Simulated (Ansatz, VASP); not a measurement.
**LaAgS2: VASP beside Ansatz**

POSCAR

```
LaAgS2
1.0
    2.1300357287      1.2297767013      5.9292429232
   -2.1300357287      1.2297767013      5.9292429232
    0.0000000000     -2.4595534027      5.9292429232
Ag La S
1 1 2
Direct
    1.0000000000      0.0000000000      0.0000000000
    0.5000000000      0.5000000000      0.5000000000
    0.2517964127      0.2517964127      0.2517964127
    0.7482035873      0.7482035873      0.7482035873
```

File INCAR.step1:

```
SYSTEM = LaAgS2
PREC     = Accurate       ! precision mode
ENCUT    = 520            ! plane-wave cutoff, eV
ISMEAR   = 0              ! smearing method
SIGMA    = 0.01           ! smearing width, eV
LREAL    = .FALSE.        ! projectors in reciprocal space
LASPH    = .TRUE.         ! aspherical terms in the spheres
NELM     = 100            ! most SCF steps
NBANDS   = 25             ! bands
GGA      = PE             ! functional
ALGO     = Normal         ! electronic algorithm
EDIFF    = 1E-4           ! SCF threshold, eV
LWAVE    = .TRUE.         ! write WAVECAR
LCHARG   = .FALSE.        ! write CHGCAR
```

INCAR.step2

```
SYSTEM = LaAgS2
PREC     = Accurate       ! precision mode
ENCUT    = 520            ! plane-wave cutoff, eV
EDIFF    = 1E-7           ! SCF threshold, eV
ISMEAR   = 0              ! smearing method
SIGMA    = 0.01           ! smearing width, eV
LREAL    = .FALSE.        ! projectors in reciprocal space
LASPH    = .TRUE.         ! aspherical terms in the spheres
NELM     = 100            ! most SCF steps
ALGO     = Normal         ! electronic algorithm
ISIF     = 2              ! what is computed and relaxed
LWAVE    = .FALSE.        ! write WAVECAR
LCHARG   = .FALSE.        ! write CHGCAR
METAGGA  = R2SCAN         ! meta-GGA
LMIXTAU  = .TRUE.       
NBANDS   = 25             ! bands
ISTART   = 1
```

File KPOINTS:

```
Automatic mesh
0
G
  8 8 8
  0 0 0
```

Input for Ansatz:

```yaml
crystal:
  lattice:
    - [2.1300357287, 1.2297767013, 5.9292429232]
    - [-2.1300357287, 1.2297767013, 5.9292429232]
    - [0.0, -2.4595534027, 5.9292429232]
  atoms:
    - { symbol: Ag, position: [1.0, 0.0, 0.0] }
    - { symbol: La, position: [0.5, 0.5, 0.5] }
    - { symbol: S, position: [0.2517964127, 0.2517964127, 0.2517964127] }
    - { symbol: S, position: [0.7482035873, 0.7482035873, 0.7482035873] }
kpoints:
  mp_grid: { grid: [8, 8, 8] }
  band_path:
    path:
      - [0.0, 0.0, 0.0]
      - [0.5, 0.5, 0.5]
      - [0.8046544145, 0.1953455855, 0.5]
      - [0.5, -0.1953455855, 0.1953455855]
      - [0.5, 0.0, 0.0]
      - [0.3476727928, -0.3476727928, 0.0]
      - [0.6523272072, 0.0, 0.3476727928]
      - [0.5, 0.0, 0.5]
      - [0.002604, 0.257812, 0.257812]
      - [0.026042, 0.296875, 0.296875]
      - [0.0, 0.25, 0.25]
    npoints: 1
hamiltonian:
  xc: r2scan
scf:
  occupations: { method: fixed }
  n_extra_bands: 5
output:
  forces: true
  stress: true
  eigenvalues: true
  write_density: true
  write_potential: true
  elf: true
  volumetric_format: npy
```

Alike in both runs: task single point; functional r2SCAN; k mesh 8 × 8 × 8; no spin polarisation.

|  | VASP | Ansatz |
| --- | --- | --- |
| version | VASP 6.6.1 | Ansatz 0.2.0 |
| potentials or method | VASP PAW PBE potentials, release 64 (Ag, La, S) | plane waves, PAW |
| plane-wave cutoff (eV) | 520 | 500 |
| occupations | gaussian, width 0.01 eV | fixed |
| valence electrons in the cell | 34 | 42 |

VASP gave:

| Item | Value |
| --- | --- |
| gap on the k mesh at the Fermi level (eV) | 2.60 |
| pressure (GPa) | -0.2 |
| rms of the force components (eV/Å) | 0.003 |

Q: Estimate Ansatz's values.

A: gap on the k mesh at the Fermi level (eV): 2.60; pressure (GPa): 0.0; rms of the force components (eV/Å): 0.000.

VASP's potentials were made for PBE, not for r2SCAN. Atom by atom the forces differ by 0.004 eV/Å (rms over components). VASP's potentials hold 34 valence electrons a cell and Ansatz's 42, so a difference there can come from the potentials and not from the codes.

Neither program's run includes spin-orbit coupling.
